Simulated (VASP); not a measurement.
# HC18N in VASP: relaxation of the atoms with PBEsol

Aim: the relaxation of the atoms of HC18N with PBEsol.

Program: VASP 6.6.1. These are calculated values, not measurements. Logs are shortened: lines on timing, memory, paths and dates and some standing lists are left out, and cuts for length are marked.

### 1 The cell of the first run

The cell holds a slab with vacuum, 20 atoms: a = 7.398 Å, b = 7.398 Å, c = 12.000 Å, α = 90.00°, β = 90.00°, γ = 120.00°.

### 2 Relaxation of the atoms, PBEsol

INCAR

```
SYSTEM = HC18N
  PREC = Accurate
  ENCUT = 520
  EDIFF = 1E-7
  ISMEAR = 0
  SIGMA = 0.05
  LREAL = Auto
  LASPH = .TRUE.
  NELM = 60
  ALGO = Normal
  ISIF = 2
  LWAVE = .FALSE.
  LCHARG = .FALSE.
  GGA = PS
  IBRION = 2
  NSW = 80
  EDIFFG = -0.03
```

KPOINTS

```
regular mesh
0
G
  2 2 1
  0 0 0
```

POSCAR

```
HC18N
1.0
    7.3980000000      0.0000000000      0.0000000000
   -3.6990000000      6.4068560000      0.0000000000
    0.0000000000      0.0000000000     12.0000000000
C N H
18 1 1
Direct
    0.0000000000      0.0000000000      0.0833333300
    0.2222222200      0.1111111100      0.0833333300
    0.0000000000      0.3333333300      0.0833333300
    0.2222222200      0.4444444400      0.0833333300
    0.0000000000      0.6666666600      0.0833333300
    0.2222222200      0.7777777700      0.0833333300
    0.3333333300      0.0000000000      0.0833333300
    0.5555555600      0.1111111100      0.0833333300
    0.3333333300      0.3333333300      0.0833333300
    0.5555555500      0.4444444400      0.0833333300
    0.3333333300      0.6666666600      0.0833333300
    0.5555555500      0.7777777700      0.0833333300
    0.6666666700      0.0000000000      0.0833333300
    0.8888888900      0.1111111100      0.0833333300
    0.6666666700      0.3333333300      0.0833333300
    0.8888888900      0.4444444400      0.0833333300
    0.6666666600      0.6666666600      0.0833333300
    0.8888888900      0.7777777700      0.0833333300
    0.7777777800      0.0555555600      0.1925000000
    0.9629629600      0.4814814800      0.1650000000
```

Potentials or basis: VASP PAW PBE potentials, release 64 (C, N, H).

The run is started by

```bash
$ cat potpaw_PBE.64/C/POTCAR potpaw_PBE.64/N/POTCAR potpaw_PBE.64/H/POTCAR > POTCAR
$ mpirun -np 1 vasp_std > vasp.out
```

OUTCAR:

```text
SYSTEM = HC18N
   PREC = Accurate
   ENCUT = 520
   EDIFF = 1E-7
   ISMEAR = 0
   LREAL = Auto
   LASPH = .TRUE.
   NELM = 60
   ISIF = 2
   GGA = PS
   IBRION = 2
   NSW = 80
   EDIFFG = -0.03

 ion  position               nearest neighbor table
   1  0.000  0.000  0.083-   2 1.42  14 1.42  18 1.42
   2  0.222  0.111  0.083-   1 1.42   7 1.42   9 1.42
   3  0.000  0.333  0.083-   4 1.42  16 1.42  14 1.42
   4  0.222  0.444  0.083-   3 1.42   9 1.42  11 1.42
   5  0.000  0.667  0.083-   6 1.42  18 1.42  16 1.42
   6  0.222  0.778  0.083-   5 1.42  11 1.42   7 1.42
   7  0.333  0.000  0.083-   2 1.42   8 1.42   6 1.42
   8  0.556  0.111  0.083-  13 1.42  15 1.42   7 1.42
   9  0.333  0.333  0.083-   4 1.42  10 1.42   2 1.42
  10  0.556  0.444  0.083-   9 1.42  17 1.42  15 1.42
  11  0.333  0.667  0.083-  12 1.42   6 1.42   4 1.42
  12  0.556  0.778  0.083-  11 1.42  17 1.42  13 1.42
  13  0.667  0.000  0.083-   8 1.42  14 1.42  12 1.42  19 1.49
  14  0.889  0.111  0.083-  13 1.42   1 1.42   3 1.42  19 1.49
  15  0.667  0.333  0.083-  16 1.42   8 1.42  10 1.42
  16  0.889  0.444  0.083-  20 1.09  15 1.42   3 1.42   5 1.42
  17  0.667  0.667  0.083-  12 1.42  10 1.42  18 1.42
  18  0.889  0.778  0.083-   5 1.42  17 1.42   1 1.42
  19  0.778  0.056  0.193-  14 1.49  13 1.49
  20  0.963  0.481  0.165-  16 1.09

  LATTYP: Found a hexagonal cell.
 ALAT       =     7.3980000000
 C/A-ratio  =     1.6220600162

  Lattice vectors:

 A1 = (   7.3980000000,   0.0000000000,   0.0000000000)
 A2 = (  -3.6990000000,   6.4068560000,   0.0000000000)
 A3 = (   0.0000000000,   0.0000000000,  12.0000000000)

Analysis of symmetry for initial positions (statically):
=====================================================================
 Subroutine PRICEL returns:
 Original cell was already a primitive cell.

 Routine SETGRP: Setting up the symmetry group for a
 hexagonal supercell.

 Subroutine GETGRP returns: Found  1 space group operations
 (whereof  1 operations were pure point group operations)
 out of a pool of 24 trial point group operations.

The static configuration has the point symmetry C_1 .

Analysis of symmetry for dynamics (positions and initial velocities):
=====================================================================
 Subroutine PRICEL returns:
 Original cell was already a primitive cell.

 Routine SETGRP: Setting up the symmetry group for a
 hexagonal supercell.

 Subroutine GETGRP returns: Found  1 space group operations
 (whereof  1 operations were pure point group operations)
 out of a pool of 24 trial point group operations.

The dynamic configuration has the point symmetry C_1 .

 Subroutine INISYM returns: Found  1 space group operations
 (whereof  1 operations are pure point group operations),
 and found     1 'primitive' translations

----------------------------------------------------------------------------------------

                                     Primitive cell

  volume of cell :     568.7750

  direct lattice vectors                    reciprocal lattice vectors
     7.398000000  0.000000000  0.000000000     0.135171668  0.078041398  0.000000000
    -3.699000000  6.406856000  0.000000000     0.000000000  0.156082796  0.000000000
     0.000000000  0.000000000 12.000000000     0.000000000  0.000000000  0.083333333

  length of vectors
     7.398000000  7.398000054 12.000000000     0.156082797  0.156082796  0.083333333

  position of ions in fractional coordinates (direct lattice)
     0.000000000  0.000000000  0.083333330
     0.222222220  0.111111110  0.083333330
     0.000000000  0.333333330  0.083333330
     0.222222220  0.444444440  0.083333330
     0.000000000  0.666666660  0.083333330
     0.222222220  0.777777770  0.083333330
[... 12 lines left out ...]
     0.777777780  0.055555560  0.192500000
     0.962962960  0.481481480  0.165000000

  ion indices of the primitive-cell ions
   primitive index   ion index
                 1           1
                 2           2
                 3           3
                 4           4
                 5           5
                 6           6
[... 12 lines left out ...]
                19          19
                20          20

----------------------------------------------------------------------------------------

 KPOINTS: regular mesh

Automatic generation of k-mesh.
 Grid dimensions read from file:
 generate k-points for:    2    2    1

 Generating k-lattice:

  Cartesian coordinates                     Fractional coordinates (reciprocal lattice)
     0.067585834  0.039020699  0.000000000     0.500000000  0.000000000  0.000000000
     0.000000000  0.078041398  0.000000000     0.000000000  0.500000000  0.000000000
     0.000000000  0.000000000  0.083333333     0.000000000  0.000000000  1.000000000

  Length of vectors
     0.078041399  0.078041398  0.083333333

  Shift w.r.t. Gamma in fractional coordinates (k-lattice)
     0.000000000  0.000000000  0.000000000

 Subroutine IBZKPT returns following result:
 ===========================================

 Found      4 irreducible k-points:

 Following reciprocal coordinates:
            Coordinates               Weight
  0.000000  0.000000  0.000000      1.000000
  0.500000  0.000000  0.000000      1.000000
  0.000000  0.500000  0.000000      1.000000
  0.500000  0.500000  0.000000      1.000000
   k-points           NKPTS =      4   k-points in BZ     NKDIM =      4   number of bands    NBANDS=     50
   number of dos      NEDOS =    301   number of ions     NIONS =     20
   total plane-waves  NPLWV = 282240
   dimension x,y,z NGX =    56 NGY =   56 NGZ =   90
   dimension x,y,z NGXF=   112 NGYF=  112 NGZF=  180
   ions per type =              18   1   1
   NGX,Y,Z   is equivalent  to a cutoff of  12.58, 12.58, 12.47 a.u.
   NGXF,Y,Z  is equivalent  to a cutoff of  25.17, 25.17, 24.94 a.u.
 SYSTEM =  HC18N
   PREC   = accura    normal or accurate (medium, high low for compatibility)
   ISTART =      0    job   : 0-new  1-cont  2-samecut
   ICHARG =      2    charge: 1-file 2-atom 10-const
   ISPIN  =      1    spin polarized calculation?
   LNONCOLLINEAR =      F non collinear calculations
   LSORBIT =      F    spin-orbit coupling
   LASPH  =      T    aspherical Exc in radial PAW
   ENCUT  =  520.0 eV  38.22 Ry    6.18 a.u.  13.76 13.76 22.31*2*pi/ulx,y,z
   NELM   =     60;   NELMIN=  2; NELMDL= -5     # of ELM steps
   EDIFF  = 0.1E-06   stopping-criterion for ELM
   LREAL  =      T    real-space projection
   EDIFFG = -.3E-01   stopping-criterion for IOM
   NSW    =     80    number of steps for IOM
   IBRION =      2    ionic relax: 0-MD 1-quasi-New 2-CG
   NFREE  =      1    steps in history (QN), initial steepest desc. (CG)
   ISIF   =      2    stress and relaxation
   ISYM   =      2    0-nonsym 1-usesym 2-fastsym
   POTIM  = 0.5000    time-step for ionic-motion
   TEBEG  =    0.0;   TEEND  =   0.0 temperature during run
   PSTRESS=    0.0 pullay stress
   NELECT =      78.0000    total number of electrons
   NUPDOWN=      -1.0000    fix difference up-down
   EMIN   =  10.00;   EMAX   =-10.00  energy-range for DOS
   EFERMI =   0.00;   METHOD = LEGACY
   ISMEAR =     0;   SIGMA  =   0.05  broadening in eV -4-tet -1-fermi 0-gaus
   EFERMI_NEDOS =   21; number of points for ismear=-14 and -15
   IALGO  =     38    algorithm
   IMIX   =      4    mixing-type and parameters
     AMIX     =   0.40;   BMIX     =  1.00
     AMIX_MAG =   1.60;   BMIX_MAG =  1.00
  volume/ion in A,a.u.               =      28.44       191.91
  Fermi-wavevector in a.u.,A,eV,Ry     =   0.844228  1.595359  9.697146  0.712720
  Thomas-Fermi vector in A             =   1.959222
   LORBIT       =      0    0 simple, 1 ext, 2 COOP (PROOUT), +10 PAW based schemes
   GGA     = PS    functional components
   LHFCALC =     F    Hartree Fock is set to
   AEXX    =    0.0000 exact exchange contribution
   IVDW    =     0    specifies the selected vdW correction
   LEPSILON=     F    determine dielectric tensor
   LRPA    =     F    only Hartree local field effects (RPA)
 conjugate gradient relaxation of ions
 non-spin polarized calculation
 Gauss-broadening in eV      SIGMA  =   0.05
  energy-cutoff  :      520.00
  volume of cell :      568.78
 maximum number of plane-waves:     15363
 NGX is ok and might be reduce to    56
   NGX = 27   NGY = 27   NGZ = 45

--------------------------------------- Ionic step        1  -------------------------------------------

 number of electron      78.0000002 magnetization

 Free energy of the ion-electron system (eV)
  ---------------------------------------------------
  ext. energy  EPLUGINS =         0.00000000
  ---------------------------------------------------
  free energy    TOTEN  =      -178.55843180 eV

  energy without entropy =     -178.55843180  energy(sigma->0) =     -178.55843180

------------------------ aborting loop because EDIFF is reached ----------------------------------------

  FORCE on cell =-STRESS in cart. coord.  units (eV):
  Direction    XX          YY          ZZ          XY          YZ          ZX
  --------------------------------------------------------------------------------------
  -------------------------------------------------------------------------------------
  Total        7.1684357      7.8792018      3.8856963     -2.1083785      0.2666307     -0.1893399
  in kB       20.1927021     22.1948529     10.9455830     -5.9390724      0.7510696     -0.5333499
  external PRESSURE =      17.7777127 kB  Pullay stress =       0.0000000 kB
[... 143 lines left out ...]
  FREE ENERGIE OF THE ION-ELECTRON SYSTEM (eV)
  ---------------------------------------------------
  free  energy   TOTEN  =      -179.1581758476 eV

  energy  without entropy=     -179.1581758476  energy(sigma->0) =     -179.15817585

[... ionic steps 4 to 37 ...]

--------------------------------------- Ionic step       38  -------------------------------------------

 number of electron      78.0000000 magnetization

------------------------ aborting loop because EDIFF is reached ----------------------------------------

  FORCE on cell =-STRESS in cart. coord.  units (eV):
  Direction    XX          YY          ZZ          XY          YZ          ZX
  --------------------------------------------------------------------------------------
  -------------------------------------------------------------------------------------
  Total        2.9608014      2.9303167     -0.2278787     -2.4738061     -0.0231670     -0.0300583
  in kB        8.3402549      8.2543828     -0.6419094     -6.9684423     -0.0652590     -0.0846709
  external PRESSURE =       5.3175761 kB  Pullay stress =       0.0000000 kB
[... 93 lines left out ...]
  energy  without entropy=     -180.4165911563  energy(sigma->0) =     -180.41659148

--------------------------------------- Ionic step       40  -------------------------------------------

 number of electron      78.0000000 magnetization

 Free energy of the ion-electron system (eV)
  ---------------------------------------------------
  ext. energy  EPLUGINS =         0.00000000
  ---------------------------------------------------
  free energy    TOTEN  =      -180.41672826 eV

  energy without entropy =     -180.41672758  energy(sigma->0) =     -180.41672792

 E-fermi :  -2.0565     XC(G=0):  -3.8435

 val. band max:       -2.2143094893   @ k =   0.5000   0.0000   0.0000
 cond. band min:      -1.8988894035   @ k =   0.0000   0.0000   0.0000
 fundamental gap:      0.3154200858
 Fermi energy:        -2.0565183639

 k-point     1 :       0.0000    0.0000    0.0000
  band No.  band energies     occupation
      1     -22.4844      2.00000
      2     -20.7837      2.00000
      3     -19.0996      2.00000
      4     -18.9981      2.00000
      5     -18.9521      2.00000
      6     -18.9204      2.00000
[... 42 lines left out ...]
     49       3.5810      0.00000
     50       4.3908      0.00000

 k-point     2 :       0.5000    0.0000    0.0000
  band No.  band energies     occupation
      1     -22.3792      2.00000
      2     -20.8934      2.00000
      3     -20.1736      2.00000
      4     -19.6150      2.00000
      5     -18.4141      2.00000
      6     -17.2339      2.00000
[... 42 lines left out ...]
     49       3.6473      0.00000
     50       4.2554      0.00000

 k-point     3 :       0.0000    0.5000    0.0000
  band No.  band energies     occupation
      1     -22.3783      2.00000
      2     -20.8893      2.00000
      3     -20.2011      2.00000
      4     -19.5545      2.00000
      5     -18.5417      2.00000
      6     -17.1668      2.00000
[... 42 lines left out ...]
     49       3.8738      0.00000
     50       4.0972      0.00000

 k-point     4 :       0.5000    0.5000    0.0000
  band No.  band energies     occupation
      1     -22.3820      2.00000
      2     -20.8610      2.00000
      3     -20.2108      2.00000
      4     -19.6031      2.00000
      5     -18.4968      2.00000
      6     -17.1777      2.00000
[... 89 lines left out ...]
  FREE ENERGIE OF THE ION-ELECTRON SYSTEM (eV)
  ---------------------------------------------------
  free  energy   TOTEN  =      -180.4167282613 eV

  energy  without entropy=     -180.4167275790  energy(sigma->0) =     -180.41672792

 reached required accuracy - stopping structural energy minimisation
```

It took 76 min on 1 thread of Intel Xeon Platinum 8259CL at 2.50GHz (Skylake/Cascade Lake), shared host; peak memory 0.69 GiB.

Results:

| Quantity | Value |
| --- | --- |
| Free energy | -180.4167 eV |
| Energy gained by relaxing | 92.9 meV/atom |
| Ionic steps | 40 |
| Largest force after relaxing | 0.027 eV/Å |
| Band gap on the k mesh | 0.32 eV (least direct gap 0.34 eV) |

Forces in eV/Å, atoms in the order of the input:
```
C   -0.006 -0.007 -0.002
C   -0.001  0.002  0.010
C   -0.003 -0.012  0.014
C    0.015  0.014  0.009
C   -0.016 -0.002  0.011
C    0.014  0.005 -0.002
C   -0.004  0.010 -0.011
C   -0.005 -0.001 -0.011
C   -0.004 -0.012  0.011
C   -0.005  0.012  0.011
C    0.004 -0.002 -0.008
C   -0.004 -0.013 -0.014
C   -0.007  0.006  0.010
C    0.011  0.005  0.001
C    0.006 -0.003  0.006
C    0.015  0.003 -0.022
C   -0.003  0.007 -0.001
C    0.007  0.006  0.008
N   -0.001 -0.008 -0.011
H   -0.013 -0.009 -0.009
```

Step by step:
```csv
step,energy change (eV),largest force (eV/Å),pressure (GPa)
1,0.0000,3.2054,1.78
2,1.2697,10.9138,2.74
3,-0.5997,1.8915,1.68
4,-0.7533,3.3741,1.74
5,-0.9355,1.4243,1.67
6,-1.1640,1.4378,1.65
7,-1.1727,1.2109,1.65
8,-1.3586,1.1870,1.35
9,-1.3593,1.0901,1.37
10,-1.5453,1.0060,0.94
11,-1.5527,1.0912,0.84
12,-1.6764,0.6790,0.69
13,-1.6772,0.7531,0.67
14,-1.7364,0.7221,0.67
15,-1.7375,0.6858,0.67
16,-1.7834,0.4258,0.77
17,-1.7835,0.4333,0.77
18,-1.8076,0.5049,0.79
19,-1.8078,0.4621,0.79
20,-1.8294,0.2809,0.69
21,-1.8297,0.2930,0.68
22,-1.8429,0.2155,0.61
23,-1.8432,0.2677,0.60
24,-1.8484,0.2928,0.54
25,-1.8490,0.2288,0.56
26,-1.8534,0.1579,0.54
27,-1.8536,0.1682,0.54
28,-1.8554,0.1271,0.54
29,-1.8555,0.1066,0.54
30,-1.8565,0.0968,0.54
31,-1.8566,0.0726,0.54
32,-1.8571,0.0573,0.54
33,-1.8571,0.0590,0.54
34,-1.8575,0.0536,0.54
35,-1.8575,0.0534,0.54
36,-1.8579,0.0406,0.54
37,-1.8579,0.0517,0.54
38,-1.8582,0.0399,0.53
39,-1.8582,0.0397,0.53
40,-1.8583,0.0274,0.54
```

Final structure:
```cif
data_structure
_symmetry_space_group_name_H-M 'P 1'
_symmetry_Int_Tables_number 1
_cell_length_a 7.3980
_cell_length_b 7.3980
_cell_length_c 12.0000
_cell_angle_alpha 90.000
_cell_angle_beta 90.000
_cell_angle_gamma 120.000
_cell_volume 568.78
loop_
_atom_site_label
_atom_site_type_symbol
_atom_site_fract_x
_atom_site_fract_y
_atom_site_fract_z
_atom_site_occupancy
C1 C 0.00583 0.99960 0.07639 1
C2 C 0.22569 0.11239 0.06689 1
C3 C 0.00952 0.33714 0.08203 1
C4 C 0.22564 0.44677 0.06884 1
C5 C 0.00662 0.67363 0.08122 1
C6 C 0.22485 0.78084 0.07456 1
C7 C 0.33640 0.00266 0.06966 1
C8 C 0.55679 0.11594 0.07952 1
C9 C 0.33666 0.33432 0.06685 1
C10 C 0.55659 0.44475 0.07276 1
C11 C 0.33754 0.66876 0.07325 1
C12 C 0.55645 0.77535 0.08158 1
C13 C 0.66244 0.99883 0.10904 1
C14 C 0.90393 0.11744 0.10206 1
C15 C 0.66437 0.33173 0.08048 1
C16 C 0.89294 0.44736 0.10552 1
C17 C 0.66803 0.66758 0.07983 1
C18 C 0.89364 0.78067 0.07999 1
N1 N 0.78657 0.06328 0.20733 1
H1 H 0.89024 0.43799 0.19972 1
```

Levels at points of the mesh, in eV from the valence-band top:
```tsv
k point	band 36	band 37	band 38	band 39	band 40	band 41	band 42	band 43
(0.00, 0.00, 0.00)	-2.72	-1.30	-0.23	-0.03	0.32	1.51	2.54	3.92
(0.50, 0.00, 0.00)	-2.29	-1.99	-0.68	0.00	0.64	1.54	2.49	3.08
(0.00, 0.50, 0.00)	-2.32	-2.17	-1.54	-0.10	0.88	2.39	2.75	2.85
(0.50, 0.50, 0.00)	-2.25	-1.92	-1.12	-0.11	0.59	2.06	2.60	2.78
```

Caveat: the k points lie up to 0.49 Å⁻¹ apart; there is no dipole correction, which matters where the two faces differ; the PAW data sets were made with another functional, which shifts forces and pressure a little.
